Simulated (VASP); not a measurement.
Input of a VASP 6.6.1 run:

File INCAR:

```
SYSTEM = ZnSe
PREC = Accurate
ENCUT = 520
EDIFF = 1E-6
ISMEAR = -1
SIGMA = 0.05
LREAL = .FALSE.
LASPH = .TRUE.
NELM = 150
ALGO = Normal
ISIF = 2
LWAVE = .FALSE.
LCHARG = .FALSE.
LNONCOLLINEAR = .TRUE.
MAGMOM = 0 0 0 0 0 0
LORBIT = 11
LSORBIT = .TRUE.
GGA_COMPAT = .FALSE.
LORBMOM = .TRUE.
GGA = PE
NBANDS = 30
```

File KPOINTS:

```
regular mesh
0
G
  8 8 8
  0 0 0
```

POSCAR

```
ZnSe
1.0
    0.0000000000      2.8338000000      2.8338000000
    2.8338000000      0.0000000000      2.8338000000
    2.8338000000      2.8338000000      0.0000000000
Se Zn
1 1
Direct
    0.7500000000      0.7500000000      0.7500000000
    0.0000000000      0.0000000000      0.0000000000
```

Potentials or basis: VASP PAW PBE potentials, release 64 (Se, Zn).

Command:

```console
$ cat potpaw_PBE.64/Se/POTCAR potpaw_PBE.64/Zn/POTCAR > POTCAR
$ mpirun -np 1 vasp_ncl > vasp.out
```

**Question.** Predict the net moment.

**Answer.** 0.00 μB per cell.

**Question.** Predict the pressure.

**Answer.** 2.4 GPa.

Moments on the atoms (μB; x, y, z):
```
Se  0.00 0.00 0.00
Zn  0.00 0.00 0.00
```
